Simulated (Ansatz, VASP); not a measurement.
## AlN: VASP beside Ansatz

File INCAR:

```
SYSTEM = AlN
PREC = Accurate ; ENCUT = 520
EDIFF = 1E-7 ; ISMEAR = 0
SIGMA = 0.05 ; LREAL = .FALSE.
LASPH = .TRUE. ; NELM = 100
ALGO = Normal ; ISIF = 2
LWAVE = .FALSE. ; LCHARG = .FALSE.
NBANDS = 16
```

File KPOINTS:

```
regular mesh
0
G
  9 9 6
  0 0 0
```

Contents of POSCAR:

```
AlN
1.0
    3.1110021516      0.0000000000      0.0000000000
   -1.5555010758      2.6942068945      0.0000000000
    0.0000000000      0.0000000000      5.0526700000
Al N
2 2
Direct
    0.3333333333      0.6666666667      0.0000000000
    0.6666666667      0.3333333333      0.5000000000
    0.3333333333      0.6666666667      0.3850000000
    0.6666666667      0.3333333333      0.8850000000
```

Input for Ansatz:

```yaml
crystal:
  lattice:
    - [3.1110021516, 0.0, 0.0]
    - [-1.5555010758, 2.6942068945, 0.0]
    - [0.0, 0.0, 5.05267]
  atoms:
    - { symbol: Al, position: [0.3333333333, 0.6666666667, 0.0] }
    - { symbol: Al, position: [0.6666666667, 0.3333333333, 0.5] }
    - { symbol: "N", position: [0.3333333333, 0.6666666667, 0.385] }
    - { symbol: "N", position: [0.6666666667, 0.3333333333, 0.885] }
basis:
  ecutwfc: 420
kpoints:
  mp_grid: { grid: [9, 9, 6] }
hamiltonian:
  xc: lda
scf:
  occupations: { method: gaussian, width: 0.05 }
output:
  forces: true
  stress: true
  eigenvalues: true
```

Change from the starting cell: strain +0.000 along x and y, +0.015 along z, atoms carried along.

Alike in both runs: task single point; functional LDA; k mesh 9 × 9 × 6; occupations gaussian, width 0.05 eV; no spin polarisation.

|  | VASP | Ansatz |
| --- | --- | --- |
| version | VASP 6.6.1 | Ansatz 0.2.0 |
| potentials or method | VASP PAW LDA potentials, release 64 (Al, N), cutoff 520 eV | scalar-relativistic, plane waves, PAW |
| valence electrons in the cell | 16 | 16 |

VASP gave:

```
gap on the k mesh at the Fermi level (eV)                     : 4.09
least direct gap on the mesh (eV)                             : 4.09
pressure (GPa)                                                : -6.4
traceless stress, the component that is largest in VASP (GPa) : -4.41
rms of the force components (eV/Å)                            : 0.185
```

Question: What did Ansatz give for the same quantities?

Answer: gap on the k mesh at the Fermi level (eV): 4.08; least direct gap on the mesh (eV): 4.08; pressure (GPa): -6.9; traceless stress, the component that is largest in VASP (GPa): -4.29; rms of the force components (eV/Å): 0.180.

LDA's correlation is that of Perdew and Zunger in VASP and of Perdew and Wang (1992) in Ansatz. Atom by atom the forces differ by 0.005 eV/Å (rms over components).
